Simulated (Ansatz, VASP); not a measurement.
# HfN in VASP and in Ansatz

```
CELL_PARAMETERS angstrom
0.00000 2.51918 2.37243
2.51918 0.00000 2.37243
2.51918 2.51918 0.00000
ATOMIC_POSITIONS crystal
Hf 0.00000 0.00000 0.00000
N 0.75000 0.75000 0.75000
```

Change from the starting cell: strain +0.030 along x and y, -0.030 along z, atoms carried along.

Alike in both runs: task single point; functional r2SCAN; k mesh 22 × 22 × 22; occupations gaussian, width 0.15 eV; no spin polarisation.

|  | VASP | Ansatz |
| --- | --- | --- |
| version | VASP 6.6.1 | Ansatz 0.2.0 |
| potentials or method | VASP PAW PBE potentials, release 64 (Hf_pv, N), cutoff 520 eV | scalar-relativistic, plane waves, PAW |
| valence electrons in the cell | 15 | 31 |

|  | VASP | Ansatz | Ansatz less VASP |
| --- | --- | --- | --- |
| gap on the k mesh at the Fermi level (eV) | none | none | - |
| pressure (GPa) | -7.0 | -5.7 | +1.37 |
| traceless stress, the component that is largest in VASP (GPa) | 6.10 | 6.06 | -0.047 |

VASP's potentials were made for PBE, not for r2SCAN. A gap of «none» marks a metal or a gap that the smearing closes. With one functional, cell and mesh, what is left measures potentials, basis and numerics. VASP's potentials hold 15 valence electrons a cell and Ansatz's 31, so a difference there can come from the potentials and not from the codes.

Neither program's run includes spin-orbit coupling.
